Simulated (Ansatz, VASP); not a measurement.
Two plane-wave programs on CdSe

File INCAR:

```
SYSTEM = CdSe
PREC = Accurate ; ENCUT = 600
EDIFF = 1E-7 ; ISMEAR = -1
SIGMA = 0.05 ; LREAL = .False.
LASPH = .True. ; NELM = 60
ALGO = Normal ; ISIF = 3
LWAVE = .False. ; LCHARG = .False.
GGA = RP ; IVDW = 13
IBRION = 2 ; NSW = 60
EDIFFG = -0.01
```

File KPOINTS:

```
regular mesh
0
Gamma
  7 7 4
  0 0 0
```

The input POSCAR:

```
CdSe
1.0
    4.3000000000      0.0000000000      0.0000000000
   -2.1500000000      3.7239092363      0.0000000000
    0.0000000000      0.0000000000      7.0200000000
Cd Se
2 2
Direct
    0.6666666667      0.3333333333      0.5000000000
    0.3333333333      0.6666666667      0.0000000000
    0.6666666667      0.3333333333      0.8850000000
    0.3333333333      0.6666666667      0.3850000000
```

Contents of input.yaml:

```yaml
crystal:
  lattice:
    - [4.3, 0.0, 0.0]
    - [-2.15, 3.7239092363, 0.0]
    - [0.0, 0.0, 7.02]
  atoms:
    - { symbol: Cd, position: [0.6666666667, 0.3333333333, 0.5] }
    - { symbol: Cd, position: [0.3333333333, 0.6666666667, 0.0] }
    - { symbol: Se, position: [0.6666666667, 0.3333333333, 0.885] }
    - { symbol: Se, position: [0.3333333333, 0.6666666667, 0.385] }
hamiltonian:
  xc: rpbe
  pseudopotentials: { kind: paw }
  dispersion: d4
kpoints:
  mp_grid: { grid: [7, 7, 4] }
scf:
  occupations: { method: fermi_dirac, width: 0.05 }
output:
  forces: true
  stress: true
  write_density: true
  write_potential: true
  elf: true
  volumetric_format: npy
relax:
  f_tol: 0.01
  max_steps: 40
  cell: { stress_tol: 0.05 }
```

Alike in both runs: task relaxation of cell and atoms; functional RPBE; dispersion D4; k mesh 7 × 7 × 4; occupations fermi-dirac, width 0.05 eV; no spin polarisation.

|  | VASP | Ansatz |
| --- | --- | --- |
| version | VASP 6.6.1 | Ansatz 0.2.0 |
| potentials or method | VASP PAW PBE potentials, release 64 (Cd, Se) | Ansatz PAW |
| plane-wave cutoff (eV) | 600 | 420 |
| valence electrons in the cell | 36 | 72 |

```csv
,VASP,Ansatz,Ansatz less VASP
"gap on the k mesh at the Fermi level, each at its own relaxed structure (eV)",0.80,0.81,+0.015
relaxed volume (Å³/atom),28.75,28.60,-0.148
relaxed cell length with the largest relative difference (Å),7.061,7.046,-0.0150
```

VASP's potentials were made for PBE, not for RPBE. VASP's potentials hold 36 valence electrons a cell and Ansatz's 72, so a difference there can come from the potentials and not from the codes.

Noted on Ansatz's run: odd divisions of the mesh miss points on the zone boundary, where band edges often lie, so the gap on the mesh can be too wide; the plane-wave basis is chosen anew once the cell has moved, so the energies of steps on either side of that aren't comparable.
